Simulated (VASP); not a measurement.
# SiO2 (Pn-3m) in VASP: a series of runs

SiO2 is run at these levels: r2SCAN; tasks: relaxation of cell and atoms.

Everything below comes from runs of VASP 6.6.1. Logs are shortened: lines on timing, memory, paths and dates and some standing lists are left out, and cuts for length are marked.

**1. The cell of the first run**

The structure is cubic, space group Pn-3m (No. 224). Conventional cell: a = 4.319 Å, b = 4.319 Å, c = 4.319 Å, α = 90.00°, β = 90.00°, γ = 90.00°. Within 2.5 Å of Si (site symmetry -43m) lie 4 O at 1.87 Å. Within 2.5 Å of O (site symmetry -3m) lie 2 Si at 1.87 Å.

**2. Relaxation of cell and atoms, r2SCAN**

POSCAR reads:

```
SiO2
1.0
    4.3194676920      0.0000000000      0.0000000000
    0.0000000000      4.3194676920      0.0000000000
    0.0000000000      0.0000000000      4.3194676920
Si O
2 4
Direct
    0.0000000000      0.0000000000      0.0000000000
    0.5000000000      0.5000000000      0.5000000000
    0.2500000000      0.2500000000      0.2500000000
    0.2500000000      0.7500000000      0.7500000000
    0.7500000000      0.7500000000      0.2500000000
    0.7500000000      0.2500000000      0.7500000000
```

INCAR.step1 reads:

```
PREC = Accurate ; ENCUT = 600
ISMEAR = 0 ; SIGMA = 0.1
LREAL = False ; LASPH = True
NELM = 80 ; GGA = PE
ALGO = Normal ; EDIFF = 1E-4
LWAVE = True ; LCHARG = False
```

INCAR.step2 reads:

```
PREC = Accurate ; ENCUT = 600
EDIFF = 1E-6 ; ISMEAR = 0
SIGMA = 0.1 ; LREAL = False
LASPH = True ; NELM = 80
ALGO = Normal ; ISIF = 3
LWAVE = False ; LCHARG = False
METAGGA = R2SCAN ; LMIXTAU = True
IBRION = 2 ; NSW = 90
EDIFFG = -0.04 ; ISTART = 1
```

KPOINTS reads:

```
Automatic mesh
0
Gamma
  4 4 4
```

Potentials or basis: VASP PAW PBE potentials, release 64 (Si, O).

Run with:

```
$ cat potpaw_PBE.64/Si/POTCAR potpaw_PBE.64/O/POTCAR > POTCAR
$ cp INCAR.step1 INCAR
$ mpirun -np 1 vasp_std > vasp.out
$ cp INCAR.step2 INCAR
$ mpirun -np 1 vasp_std > vasp.out
```

OUTCAR:

```text
PREC = Accurate
   ENCUT = 600
   EDIFF = 1E-6
   ISMEAR = 0
   LREAL = False
   LASPH = True
   NELM = 80
   ISIF = 3
   METAGGA = R2SCAN
   IBRION = 2
   NSW = 90
   EDIFFG = -0.04
   ISTART = 1

 ion  position               nearest neighbor table
   1  0.000  0.000  0.000-   3 1.87   4 1.87   5 1.87   6 1.87
   2  0.500  0.500  0.500-   3 1.87   4 1.87   5 1.87   6 1.87
   3  0.250  0.250  0.250-   1 1.87   2 1.87
   4  0.250  0.750  0.750-   1 1.87   2 1.87
   5  0.750  0.750  0.250-   1 1.87   2 1.87
   6  0.750  0.250  0.750-   1 1.87   2 1.87

  LATTYP: Found a simple cubic cell.
 ALAT       =     4.3194676920

  Lattice vectors:

 A1 = (   4.3194676920,   0.0000000000,   0.0000000000)
 A2 = (   0.0000000000,   4.3194676920,   0.0000000000)
 A3 = (   0.0000000000,   0.0000000000,   4.3194676920)

Analysis of symmetry for initial positions (statically):
=====================================================================
 Subroutine PRICEL returns:
 Original cell was already a primitive cell.

 Routine SETGRP: Setting up the symmetry group for a
 simple cubic supercell.

 Subroutine GETGRP returns: Found 48 space group operations
 (whereof 24 operations were pure point group operations)
 out of a pool of 48 trial point group operations.

The static configuration has the point symmetry T_d .
 The point group associated with its full space group is O_h .

Analysis of symmetry for dynamics (positions and initial velocities):
=====================================================================
 Subroutine PRICEL returns:
 Original cell was already a primitive cell.

 Routine SETGRP: Setting up the symmetry group for a
 simple cubic supercell.

 Subroutine GETGRP returns: Found 48 space group operations
 (whereof 24 operations were pure point group operations)
 out of a pool of 48 trial point group operations.

The dynamic configuration has the point symmetry T_d .
 The point group associated with its full space group is O_h .

 Subroutine INISYM returns: Found 48 space group operations
 (whereof 24 operations are pure point group operations),
 and found     1 'primitive' translations

----------------------------------------------------------------------------------------

                                     Primitive cell

  volume of cell :      80.5918

  direct lattice vectors                    reciprocal lattice vectors
     4.319467692  0.000000000  0.000000000     0.231510008  0.000000000  0.000000000
     0.000000000  4.319467692  0.000000000     0.000000000  0.231510008  0.000000000
     0.000000000  0.000000000  4.319467692     0.000000000  0.000000000  0.231510008

  length of vectors
     4.319467692  4.319467692  4.319467692     0.231510008  0.231510008  0.231510008

  position of ions in fractional coordinates (direct lattice)
     0.000000000  0.000000000  0.000000000
     0.500000000  0.500000000  0.500000000
     0.250000000  0.250000000  0.250000000
     0.250000000  0.750000000  0.750000000
     0.750000000  0.750000000  0.250000000
     0.750000000  0.250000000  0.750000000

  ion indices of the primitive-cell ions
   primitive index   ion index
                 1           1
                 2           2
                 3           3
                 4           4
                 5           5
                 6           6

----------------------------------------------------------------------------------------

 KPOINTS: Automatic mesh

Automatic generation of k-mesh.
 Grid dimensions read from file:
 generate k-points for:    4    4    4

 Generating k-lattice:

  Cartesian coordinates                     Fractional coordinates (reciprocal lattice)
     0.057877502  0.000000000  0.000000000     0.250000000  0.000000000  0.000000000
     0.000000000  0.057877502  0.000000000     0.000000000  0.250000000  0.000000000
     0.000000000  0.000000000  0.057877502     0.000000000  0.000000000  0.250000000

  Length of vectors
     0.057877502  0.057877502  0.057877502

  Shift w.r.t. Gamma in fractional coordinates (k-lattice)
     0.000000000  0.000000000  0.000000000

 Subroutine IBZKPT returns following result:
 ===========================================

 Found     10 irreducible k-points:

 Following reciprocal coordinates:
            Coordinates               Weight
  0.000000  0.000000  0.000000      1.000000
  0.250000  0.000000  0.000000      6.000000
  0.500000  0.000000  0.000000      3.000000
  0.250000  0.250000  0.000000     12.000000
  0.500000  0.250000  0.000000     12.000000
  0.500000  0.500000  0.000000      3.000000
  0.250000  0.250000  0.250000      8.000000
  0.500000  0.250000  0.250000     12.000000
  0.500000  0.500000  0.250000      6.000000
  0.500000  0.500000  0.500000      1.000000
   k-points           NKPTS =     10   k-points in BZ     NKDIM =     10   number of bands    NBANDS=     20
   number of dos      NEDOS =    301   number of ions     NIONS =      6
   total plane-waves  NPLWV =  46656
   dimension x,y,z NGX =    36 NGY =   36 NGZ =   36
   dimension x,y,z NGXF=    72 NGYF=   72 NGZF=   72
   ions per type =               2   4
   NGX,Y,Z   is equivalent  to a cutoff of  13.86, 13.86, 13.86 a.u.
   NGXF,Y,Z  is equivalent  to a cutoff of  27.71, 27.71, 27.71 a.u.
 SYSTEM =  unknown system
   PREC   = accura    normal or accurate (medium, high low for compatibility)
   ISTART =      1    job   : 0-new  1-cont  2-samecut
   ICHARG =      0    charge: 1-file 2-atom 10-const
   ISPIN  =      1    spin polarized calculation?
   LNONCOLLINEAR =      F non collinear calculations
   LSORBIT =      F    spin-orbit coupling
   LASPH  =      T    aspherical Exc in radial PAW
   ENCUT  =  600.0 eV  44.10 Ry    6.64 a.u.   8.63  8.63  8.63*2*pi/ulx,y,z
   NELM   =     80;   NELMIN=  2; NELMDL=  0     # of ELM steps
   EDIFF  = 0.1E-05   stopping-criterion for ELM
   LREAL  =      F    real-space projection
   EDIFFG = -.4E-01   stopping-criterion for IOM
   NSW    =     90    number of steps for IOM
   IBRION =      2    ionic relax: 0-MD 1-quasi-New 2-CG
   NFREE  =      1    steps in history (QN), initial steepest desc. (CG)
   ISIF   =      3    stress and relaxation
   ISYM   =      2    0-nonsym 1-usesym 2-fastsym
   POTIM  = 0.5000    time-step for ionic-motion
   TEBEG  =    0.0;   TEEND  =   0.0 temperature during run
   PSTRESS=    0.0 pullay stress
   NELECT =      32.0000    total number of electrons
   NUPDOWN=      -1.0000    fix difference up-down
   EMIN   =  10.00;   EMAX   =-10.00  energy-range for DOS
   EFERMI =   0.00;   METHOD = LEGACY
   ISMEAR =     0;   SIGMA  =   0.10  broadening in eV -4-tet -1-fermi 0-gaus
   EFERMI_NEDOS =   21; number of points for ismear=-14 and -15
   IALGO  =     38    algorithm
   IMIX   =      4    mixing-type and parameters
     AMIX     =   0.40;   BMIX     =  1.00
     AMIX_MAG =   1.60;   BMIX_MAG =  1.00
  volume/ion in A,a.u.               =      13.43        90.64
  Fermi-wavevector in a.u.,A,eV,Ry     =   1.203265  2.273841 19.699148  1.447847
  Thomas-Fermi vector in A             =   2.339023
   LORBIT       =      0    0 simple, 1 ext, 2 COOP (PROOUT), +10 PAW based schemes
   METAGGA = R2SCAN    functional components
   LHFCALC =     F    Hartree Fock is set to
   AEXX    =    0.0000 exact exchange contribution
   IVDW    =     0    specifies the selected vdW correction
   LEPSILON=     F    determine dielectric tensor
   LRPA    =     F    only Hartree local field effects (RPA)
 conjugate gradient relaxation of ions
 non-spin polarized calculation
 Gauss-broadening in eV      SIGMA  =   0.10
  energy-cutoff  :      600.00
  volume of cell :       80.59
 maximum number of plane-waves:      2730
 NGX is ok and might be reduce to    36
   NGX = 17   NGY = 17   NGZ = 17

--------------------------------------- Ionic step        1  -------------------------------------------

 number of electron      32.0000002 magnetization

 Free energy of the ion-electron system (eV)
  ---------------------------------------------------
  ext. energy  EPLUGINS =         0.00000000
  ---------------------------------------------------
  free energy    TOTEN  =       -51.43021364 eV

  energy without entropy =      -51.43015492  energy(sigma->0) =      -51.43018428

 E-fermi :   1.5187     XC(G=0): -10.0564

 val. band max:        1.3069305567   @ k =   0.5000   0.5000   0.5000
 cond. band min:       1.7047344788   @ k =   0.0000   0.0000   0.0000
 fundamental gap:      0.3978039222
 Fermi energy:         1.5186590073

 k-point     1 :       0.0000    0.0000    0.0000
  band No.  band energies     occupation
      1     -17.6618      2.00000
      2     -16.1784      2.00000
      3     -16.1784      2.00000
      4     -16.1784      2.00000
      5      -7.6477      2.00000
      6      -3.5115      2.00000
[... 12 lines left out ...]
     19       6.2854      0.00000
     20       6.2854      0.00000
[... 427 lines left out ...]
 POSITION                                       TOTAL-FORCE (eV/Angst)
 -----------------------------------------------------------------------------------
      3.77877     -0.00000      3.77877        -0.000000     -0.000000     -0.000000
      1.88939      1.88939      1.88939        -0.000000     -0.000000     -0.000000
      0.94469      0.94469      0.94469         0.000000     -0.000000      0.000000
      0.94469      2.83408      2.83408        -0.000000      0.000000      0.000000
      2.83408      2.83408      0.94469         0.000000      0.000000     -0.000000
      2.83408      0.94469      2.83408         0.000000      0.000000     -0.000000
 -----------------------------------------------------------------------------------
    total drift:                                0.000000      0.000000     -0.000000

  FREE ENERGIE OF THE ION-ELECTRON SYSTEM (eV)
  ---------------------------------------------------
  free  energy   TOTEN  =       -57.7128488645 eV

  energy  without entropy=      -57.7128488645  energy(sigma->0) =      -57.71284886

--------------------------------------- Ionic step        7  -------------------------------------------

 number of electron      31.9999986 magnetization

 Free energy of the ion-electron system (eV)
  ---------------------------------------------------
  ext. energy  EPLUGINS =         0.00000000
  ---------------------------------------------------
  free energy    TOTEN  =       -57.71335612 eV

  energy without entropy =      -57.71335612  energy(sigma->0) =      -57.71335612

 E-fermi :   5.5385     XC(G=0): -11.9834

 val. band max:        5.0668256678   @ k =   0.5000   0.5000   0.5000
 cond. band min:      10.8135451796   @ k =   0.0000   0.0000   0.0000
 fundamental gap:      5.7467195117
 Fermi energy:         5.5384711199

 k-point     1 :       0.0000    0.0000    0.0000
  band No.  band energies     occupation
      1     -16.4282      2.00000
      2     -13.4769      2.00000
      3     -13.4769      2.00000
      4     -13.4769      2.00000
      5      -5.2240      2.00000
      6      -0.8786      2.00000
[... 12 lines left out ...]
     19      11.3663      0.00000
     20      11.3663      0.00000
[... 227 lines left out ...]
 POSITION                                       TOTAL-FORCE (eV/Angst)
 -----------------------------------------------------------------------------------
     -0.00000      0.00000     -0.00000        -0.000000     -0.000000     -0.000000
      1.88743      1.88743      1.88743        -0.000000     -0.000000     -0.000000
      0.94372      0.94372      0.94372        -0.000000     -0.000000     -0.000000
      0.94372      2.83115      2.83115         0.000000     -0.000000     -0.000000
      2.83115      2.83115      0.94372         0.000000      0.000000      0.000000
      2.83115      0.94372      2.83115        -0.000000     -0.000000      0.000000
 -----------------------------------------------------------------------------------
    total drift:                                0.000000      0.000000     -0.000000

  FREE ENERGIE OF THE ION-ELECTRON SYSTEM (eV)
  ---------------------------------------------------
  free  energy   TOTEN  =       -57.7133561173 eV

  energy  without entropy=      -57.7133561173  energy(sigma->0) =      -57.71335612

 reached required accuracy - stopping structural energy minimisation
```

It took 6.2 min on 1 thread of Intel Xeon Platinum 8259CL at 2.50GHz (Skylake/Cascade Lake), shared host; peak memory 0.22 GiB.

What came out:

```
Free energy                           : -57.7134 eV
Relaxed volume                        : 8.97 Å³/atom
Relaxed cell                          : a = 3.775 Å, b = 3.775 Å, c = 3.775 Å, α = 90.00°, β = 90.00°, γ = 90.00°
Space group after relaxing (to 0.1 Å) : Pn-3m (No. 224)
Energy gained by relaxing             : 1047.2 meV/atom
Ionic steps                           : 7
Pressure after relaxing               : 0.0 GPa
Band gap on the k mesh                : 5.75 eV (least direct gap 6.33 eV)
```

Step by step:
| step | energy change (eV) | largest force (eV/Å) | pressure (GPa) | volume (Å³) |
| --- | --- | --- | --- | --- |
| 1 | 0.0000 | 0.0000 | -52.10 | 80.59 |
| 2 | -0.4875 | 0.0000 | 167.80 | 39.63 |
| 3 | -6.2618 | 0.0000 | -6.03 | 54.90 |
| 4 | -6.2814 | 0.0000 | -1.80 | 54.10 |
| 5 | -6.2828 | 0.0000 | 0.78 | 53.65 |
| 6 | -6.2826 | 0.0000 | -0.98 | 53.96 |
| 7 | -6.2831 | 0.0000 | -0.05 | 53.79 |

Final structure:
```
Si O
1.0
     3.77487    0.00000    0.00000
     0.00000    3.77487    0.00000
     0.00000    0.00000    3.77487
Si O
2 4
Direct
  0.00000 0.00000 0.00000
  0.50000 0.50000 0.50000
  0.25000 0.25000 0.25000
  0.25000 0.75000 0.75000
  0.75000 0.75000 0.25000
  0.75000 0.25000 0.75000
```

Caveat: the volume moved by over 15 % at a fixed basis, so the end points are rough; the PAW data sets were made with another functional, which shifts forces and pressure a little. A k mesh can miss the band edges.

**3. Relaxation of cell and atoms, r2SCAN**

This run uses another cell than the first one, of 8.96 Å³/atom.

Edit POSCAR of step 2 so:

```diff
@@ -2,5 +2,5 @@
 1.0
-    4.3194676920      0.0000000000      0.0000000000
-    0.0000000000      4.3194676920      0.0000000000
-    0.0000000000      0.0000000000      4.3194676920
+    3.7741550288      0.0000000000      0.0000000000
+    0.0000000000      3.7741550288      0.0000000000
+    0.0000000000      0.0000000000      3.7741550288
 Si O
```

INCAR.step1 reads:

```
  PREC = Accurate
  ENCUT = 600
  ISMEAR = 0
  SIGMA = 0.02
  LREAL = F
  LASPH = T
  NELM = 60
  GGA = PE
  ALGO = Normal
  EDIFF = 1E-4
  LWAVE = T
  LCHARG = F
```

INCAR.step2 reads:

```
  PREC = Accurate
  ENCUT = 600
  EDIFF = 1E-6
  ISMEAR = 0
  SIGMA = 0.02
  LREAL = F
  LASPH = T
  NELM = 60
  ALGO = Normal
  ISIF = 3
  LWAVE = F
  LCHARG = F
  METAGGA = R2SCAN
  LMIXTAU = T
  IBRION = 2
  NSW = 100
  EDIFFG = -0.01
  ISTART = 1
```

KPOINTS reads:

```
regular mesh
0
Gamma
  6 6 6
```

Potentials or basis: VASP PAW PBE potentials, release 64 (Si, O).

Run with:

```
$ cat potpaw_PBE.64/Si/POTCAR potpaw_PBE.64/O/POTCAR > POTCAR
$ cp INCAR.step1 INCAR
$ mpirun -np 1 vasp_std > vasp.out
$ cp INCAR.step2 INCAR
$ mpirun -np 1 vasp_std > vasp.out
```

Run time: 100 s. Hardware: 1 thread of Intel Xeon Platinum 8259CL at 2.50GHz (Skylake/Cascade Lake), shared host; peak memory 0.17 GiB.

It converged, with:

```
Free energy             : -57.6390 eV
Pressure after relaxing : -0.1 GPa
Band gap on the k mesh  : 5.75 eV (least direct gap 6.34 eV)
```

Final structure:
```
Si O
1.0
     3.77416    0.00000    0.00000
     0.00000    3.77416    0.00000
     0.00000    0.00000    3.77416
Si O
2 4
Direct
  0.00000 0.00000 0.00000
  0.50000 0.50000 0.50000
  0.25000 0.25000 0.25000
  0.25000 0.75000 0.75000
  0.75000 0.75000 0.25000
  0.75000 0.25000 0.75000
```

Levels at points of the mesh, in eV from the valence-band top:
```csv
k point,band 14,band 15,band 16,band 17,band 18,band 19
"(0.00, 0.00, 0.00)",-0.58,-0.58,-0.58,5.75,6.30,6.30
"(0.50, 0.00, 0.00)",-1.46,-1.07,-1.07,8.42,8.42,9.27
"(0.50, 0.50, 0.00)",-1.13,-0.42,-0.42,10.63,10.63,11.12
"(0.50, 0.50, 0.50)",0.00,0.00,0.00,7.84,10.78,10.78
```

Caveat: the relaxation stopped at its first step, so nothing moved; the PAW data sets were made with another functional, which shifts forces and pressure a little. A k mesh can miss the band edges.
